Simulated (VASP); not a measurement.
Set up this calculation in VASP 6.6.1, as the native input.

* Task: single point
* Functional: PBE
* Potentials or basis: VASP PAW PBE potentials, release 64 (Lu, N, F)
* Cutoff: 520 eV
* k mesh: 6 × 6 × 4
* Occupations: gaussian, width 0.1 eV
* Spin: no spin polarisation
* Dipole correction: no
* Further INCAR settings: ALGO = Normal; EDIFF = 1e-06; NBANDS = 47

The structure of Lu2NF3 lies in POSCAR:

```
Lu2NF3
1.0
    3.6376862103      0.0000000000      0.0000000000
   -1.8188431052      3.1503286691      0.0000000000
    0.0000000000      0.0000000000      6.4519983770
Lu N F
2 1 3
Direct
    0.3333333333      0.6666666667      0.2133960965
    0.6666666667      0.3333333333      0.7866039035
    0.0000000000      0.0000000000      0.0000000000
    0.3333333333      0.6666666667      0.6928078277
    0.6666666667      0.3333333333      0.3071921723
    0.0000000000      0.0000000000      0.5000000000
```

One way to write it, as run:

INCAR

```
  ALGO = Normal
  EDIFF = 1E-6
  ENCUT = 520
  GGA = PE
  ISIF = 2
  ISMEAR = 0
  LASPH = T
  LCHARG = F
  LREAL = F
  LWAVE = F
  NBANDS = 47
  NELM = 100
  PREC = Accurate
  SIGMA = 0.1
```

KPOINTS

```
k-points
0
Gamma
  6 6 4
```

Potentials or basis: VASP PAW PBE potentials, release 64 (Lu, N, F).

Command:

```console
$ cat potpaw_PBE.64/Lu/POTCAR potpaw_PBE.64/N/POTCAR potpaw_PBE.64/F/POTCAR > POTCAR
$ mpirun -np 1 vasp_std > vasp.out
```

Results of the run:

```yaml
Pressure: 0.9 GPa
Largest_force: 0.053 eV/Å
Band_gap_on_the_k_mesh: 3.13 eV, direct
```

Caveat: spin-orbit coupling is left out, which moves the levels of the heavy elements.

Wall time 47 s on 1 thread of Intel(R) Xeon(R) 6975P-C (Granite Rapids), with other jobs on the host, peak memory 0.23 GiB.
